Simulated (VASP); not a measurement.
# W16N in VASP: single point with PBE

Aim: the single point of W16N with PBE.

All numbers are computed with VASP 6.6.1; they aren't measurements. Logs are shortened: lines on timing, memory, paths and dates and some standing lists are left out, and cuts for length are marked.

## Step 1: The cell of the first run

The cell holds a slab with vacuum, 17 atoms: a = 6.367 Å, b = 6.367 Å, c = 20.143 Å, α = 90.00°, β = 90.00°, γ = 90.00°.

## Step 2: Single point, PBE

File INCAR:

```
SYSTEM = W16N
PREC     = Accurate       ! precision mode
ENCUT    = 520            ! plane-wave cutoff, eV
EDIFF    = 1E-7           ! SCF threshold, eV
ISMEAR   = 0              ! smearing method
SIGMA    = 0.1            ! smearing width, eV
LREAL    = Auto         
LASPH    = .True.         ! aspherical terms in the spheres
NELM     = 60             ! most SCF steps
ALGO     = Normal         ! electronic algorithm
ISIF     = 2              ! what is computed and relaxed
LWAVE    = .False.        ! write WAVECAR
LCHARG   = .False.        ! write CHGCAR
LDIPOL   = .True.       
IDIPOL   = 3            
DIPOL    = 0.5 0.5 0.328
GGA      = PE             ! functional
NBANDS   = 128            ! bands
```

File KPOINTS:

```
regular mesh
0
Gamma
  4 4 1
  0 0 0
```

File POSCAR:

```
W16N
1.0
    6.3673983408      0.0000000000      0.0000000000
    0.0000000000      6.3673983408      0.0000000000
    0.0000000000      0.0000000000     20.1425775155
W N
16 1
Direct
    0.2500000000      0.2500000000      0.1985843171
    0.2500000000      0.7500000000      0.1985843171
    0.7500000000      0.2500000000      0.1985843171
    0.7500000000      0.7500000000      0.1985843171
    0.0000000000      0.0000000000      0.2776134078
    0.0000000000      0.5000000000      0.2776134078
    0.5000000000      0.0000000000      0.2776134078
    0.5000000000      0.5000000000      0.2776134078
    0.2500000000      0.2500000000      0.3599451785
    0.2500000000      0.7500000000      0.3599451785
    0.7500000000      0.2500000000      0.3599451785
    0.7500000000      0.7500000000      0.3599451785
    0.0000000000      0.0000000000      0.4290700884
    0.0000000000      0.5000000000      0.4290700884
    0.5000000000      0.0000000000      0.4290700884
    0.5000000000      0.5000000000      0.4290700884
    0.0000000000      0.0000000000      0.5160444545
```

Potentials or basis: VASP PAW PBE potentials, release 64 (W_sv, N).

Started as:

```bash
> cat potpaw_PBE.64/W_sv/POTCAR potpaw_PBE.64/N/POTCAR > POTCAR
> mpirun -np 1 vasp_std > vasp.out
```

OUTCAR:

```text
SYSTEM = W16N
   PREC = Accurate
   ENCUT = 520
   EDIFF = 1E-7
   ISMEAR = 0
   LREAL = Auto
   LASPH = .True.
   NELM = 60
   ISIF = 2
   GGA = PE

 ion  position               nearest neighbor table
   1  0.250  0.250  0.199-   5 2.76   6 2.76   7 2.76   8 2.76   2 3.18   3 3.18   2 3.18   3 3.18
                             9 3.25
   2  0.250  0.750  0.199-   5 2.76   6 2.76   7 2.76   8 2.76   1 3.18   4 3.18   1 3.18   4 3.18
                            10 3.25
   3  0.750  0.250  0.199-   5 2.76   6 2.76   7 2.76   8 2.76   1 3.18   4 3.18   4 3.18   1 3.18
                            11 3.25
   4  0.750  0.750  0.199-   5 2.76   6 2.76   7 2.76   8 2.76   2 3.18   3 3.18   3 3.18   2 3.18
                            12 3.25
   5  0.000  0.000  0.278-   1 2.76   2 2.76   3 2.76   4 2.76   9 2.80  10 2.80  11 2.80  12 2.80
                            13 3.05   7 3.18   6 3.18   6 3.18   7 3.18
   6  0.000  0.500  0.278-   1 2.76   2 2.76   3 2.76   4 2.76   9 2.80  10 2.80  11 2.80  12 2.80
                            14 3.05   8 3.18   5 3.18   5 3.18   8 3.18
   7  0.500  0.000  0.278-   1 2.76   2 2.76   3 2.76   4 2.76   9 2.80  10 2.80  11 2.80  12 2.80
                            15 3.05   8 3.18   5 3.18   8 3.18   5 3.18
   8  0.500  0.500  0.278-   1 2.76   2 2.76   3 2.76   4 2.76   9 2.80  10 2.80  11 2.80  12 2.80
                            16 3.05   7 3.18   6 3.18   7 3.18   6 3.18
   9  0.250  0.250  0.360-  13 2.65  14 2.65  15 2.65  16 2.65   5 2.80   6 2.80   7 2.80   8 2.80
                            10 3.18  11 3.18  10 3.18  11 3.18   1 3.25
  10  0.250  0.750  0.360-  13 2.65  14 2.65  15 2.65  16 2.65   5 2.80   6 2.80   7 2.80   8 2.80
                             9 3.18  12 3.18   9 3.18  12 3.18   2 3.25
  11  0.750  0.250  0.360-  13 2.65  14 2.65  15 2.65  16 2.65   5 2.80   6 2.80   7 2.80   8 2.80
                             9 3.18  12 3.18  12 3.18   9 3.18   3 3.25
  12  0.750  0.750  0.360-  13 2.65  14 2.65  15 2.65  16 2.65   5 2.80   6 2.80   7 2.80   8 2.80
                            10 3.18  11 3.18  11 3.18  10 3.18   4 3.25
  13  0.000  0.000  0.429-  17 1.75  10 2.65  11 2.65  12 2.65   9 2.65   5 3.05  15 3.18  14 3.18
                            14 3.18  15 3.18
  14  0.000  0.500  0.429-   9 2.65  10 2.65  11 2.65  12 2.65   6 3.05  13 3.18  16 3.18  13 3.18
                            16 3.18
  15  0.500  0.000  0.429-   9 2.65  10 2.65  11 2.65  12 2.65   7 3.05  13 3.18  16 3.18  16 3.18
                            13 3.18
  16  0.500  0.500  0.429-   9 2.65  10 2.65  11 2.65  12 2.65   8 3.05  14 3.18  15 3.18  15 3.18
                            14 3.18
  17  0.000  0.000  0.516-  13 1.75

  LATTYP: Found a simple tetragonal cell.
 ALAT       =     6.3673983408
 C/A-ratio  =     3.1633920853

  Lattice vectors:

 A1 = (   6.3673983408,   0.0000000000,   0.0000000000)
 A2 = (   0.0000000000,   6.3673983408,   0.0000000000)
 A3 = (   0.0000000000,   0.0000000000,  20.1425775155)

Analysis of symmetry for initial positions (statically):
[... 159 lines left out ...]
  Thomas-Fermi vector in A             =   2.207280
   LORBIT       =      0    0 simple, 1 ext, 2 COOP (PROOUT), +10 PAW based schemes
   GGA     = PE    functional components
   LHFCALC =     F    Hartree Fock is set to
   AEXX    =    0.0000 exact exchange contribution
   IVDW    =     0    specifies the selected vdW correction
   LEPSILON=     F    determine dielectric tensor
   LRPA    =     F    only Hartree local field effects (RPA)
 non-spin polarized calculation
 Gauss-broadening in eV      SIGMA  =   0.10
  energy-cutoff  :      520.00
  volume of cell :      816.66
 maximum number of plane-waves:     22040
 NGX is ok and might be reduce to    48
   NGX = 23   NGY = 23   NGZ = 75

 dipolmoment           0.000000      0.000000     -0.062846 electrons x Angstroem

 number of electron     228.9999965 magnetization

 dipolmoment           0.000000      0.000000      0.231660 electrons x Angstroem

 Free energy of the ion-electron system (eV)
  ---------------------------------------------------
  ext. energy  EPLUGINS =         0.00000000
  ---------------------------------------------------
  free energy    TOTEN  =      -194.09833827 eV

  energy without entropy =     -193.97188915  energy(sigma->0) =     -194.03511371

 E-fermi :   0.4890     XC(G=0):  -5.5208

 val. band max:        0.4636046959   @ k =   0.5000   0.5000   0.0000
 cond. band min:       0.4918556719   @ k =   0.2500   0.0000   0.0000
 fundamental gap:      0.0282509761
 Fermi energy:         0.4889934346

 k-point     1 :       0.0000    0.0000    0.0000
  band No.  band energies     occupation
      1     -73.4174      2.00000
      2     -73.3603      2.00000
      3     -73.3563      2.00000
      4     -73.3546      2.00000
      5     -73.3357      2.00000
      6     -73.3357      2.00000
[... 763 lines left out ...]
    125       1.6172      0.00000
    126       1.9207      0.00000
 [bands above 126 left out]

------------------------ aborting loop because EDIFF is reached ----------------------------------------

 vacuum level on the upper side and lower side of the slab       (xc-potential included)         0.423        -0.610

  FORCE on cell =-STRESS in cart. coord.  units (eV):
  Direction    XX          YY          ZZ          XY          YZ          ZX
  --------------------------------------------------------------------------------------
  -------------------------------------------------------------------------------------
  Total      -20.1331510    -20.1331510     -8.2265141      0.0000000      0.0000000      0.0000000
  in kB      -39.4987407    -39.4987407    -16.1393986      0.0000000      0.0000000      0.0000000
  external PRESSURE =     -31.7122933 kB  Pullay stress =       0.0000000 kB

 VOLUME and BASIS-vectors are now :
 -----------------------------------------------------------------------------
  energy-cutoff  :      520.00
  volume of cell :      816.66
      direct lattice vectors                 reciprocal lattice vectors
     6.367398341  0.000000000  0.000000000     0.157050014  0.000000000  0.000000000
     0.000000000  6.367398341  0.000000000     0.000000000  0.157050014  0.000000000
     0.000000000  0.000000000 20.142577516     0.000000000  0.000000000  0.049646079

 POSITION                                       TOTAL-FORCE (eV/Angst)
 -----------------------------------------------------------------------------------
      1.59185      1.59185      4.00000         0.028169      0.028169      2.111415
      1.59185      4.77555      4.00000         0.028169     -0.028169      2.111415
      4.77555      1.59185      4.00000        -0.028169      0.028169      2.111415
      4.77555      4.77555      4.00000        -0.028169     -0.028169      2.111415
      0.00000      0.00000      5.59185         0.000000      0.000000     -2.749083
      0.00000      3.18370      5.59185         0.000000     -0.000000     -2.006980
[... 9 lines left out ...]
      3.18370      3.18370      8.64258         0.000000     -0.000000     -0.462069
      0.00000      0.00000     10.39447         0.000000      0.000000      0.303975
 -----------------------------------------------------------------------------------
    total drift:                                0.000000      0.000000      0.006173

  FREE ENERGIE OF THE ION-ELECTRON SYSTEM (eV)
  ---------------------------------------------------
  free  energy   TOTEN  =      -194.0983382702 eV

  energy  without entropy=     -193.9718891535  energy(sigma->0) =     -194.03511371

 vacuum level on the upper side and lower side of the slab         5.585         4.518
```

Wall time 42 min (1 thread of Intel Xeon 8259CL, shared host); peak memory 0.92 GiB.

Results:

* Free energy: -194.0983 eV
* Largest force: 2.903 eV/Å
* Band gap on the k mesh: zero (an odd number of electrons rules out a gap without spin polarisation)

Forces in eV/Å, atoms in the order of the input:
```
W    0.028  0.028  2.111
W    0.028 -0.028  2.111
W   -0.028  0.028  2.111
W   -0.028 -0.028  2.111
W    0.000  0.000 -2.749
W    0.000  0.000 -2.007
W    0.000  0.000 -2.007
W    0.000  0.000 -2.452
W    0.899  0.899 -0.458
W    0.899 -0.899 -0.458
W   -0.899  0.899 -0.458
W   -0.899 -0.899 -0.458
W    0.000  0.000  2.903
W    0.000  0.000 -0.072
W    0.000  0.000 -0.072
W    0.000  0.000 -0.462
N    0.000  0.000  0.304
```

Caveat: spin-orbit coupling is left out, which moves the levels of the heavy elements.

The gap in the log of VASP goes by the Fermi energy; the results here count the filled bands.